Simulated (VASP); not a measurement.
Runs of VASP 6.6.1 on SiC. It takes space group P6_3mc (No. 186, hexagonal). The conventional cell has a = 3.095 Å, b = 3.095 Å, c = 15.170 Å, α = 90.00°, β = 90.00°, γ = 120.00°. Within 2.5 Å of Si (site symmetry 3m) lie 4 C at 1.90 Å. Within 2.5 Å of Si (site symmetry 3m) lie 4 C at 1.89 to 1.90 Å. Si (site symmetry 3m) has 4 C at 1.89 to 1.90 Å within 2.5 Å. C (site symmetry 3m) has 4 Si at 1.89 to 1.90 Å within 2.5 Å. C (site symmetry 3m) has 4 Si at 1.90 Å within 2.5 Å. C (site symmetry 3m) has 4 Si at 1.89 to 1.90 Å within 2.5 Å. 

| task | level | cell | gap on the mesh (eV) | pressure (GPa) | largest force (eV/Å) |
| --- | --- | --- | --- | --- | --- |
| electric field gradients | r2SCAN | as given | (a) | -3.5 | 0.01 |
| single point | PBE | as given | 2.03 | 0.2 | 0.01 |
| relaxation of the atoms | PBE | atoms relaxed | 2.03 | 0.2 | 0.01 |
| electric field gradients | PBE | as given | 2.02 | 0.2 | 0.14 |

Alike in all rows: potentials or basis VASP PAW PBE potentials, release 64 (Si, C); no spin polarisation; k mesh 10 × 10 × 2; cutoff (eV) 520; smearing fermi-dirac 0.02 eV.

Q: Estimate the missing entries.

A: (a) 2.40.

Caveats: the cell stands under tension (at least some runs); the PAW data sets were made with another functional, which shifts forces and pressure a little (at least some runs).

A k mesh can miss the band edges.
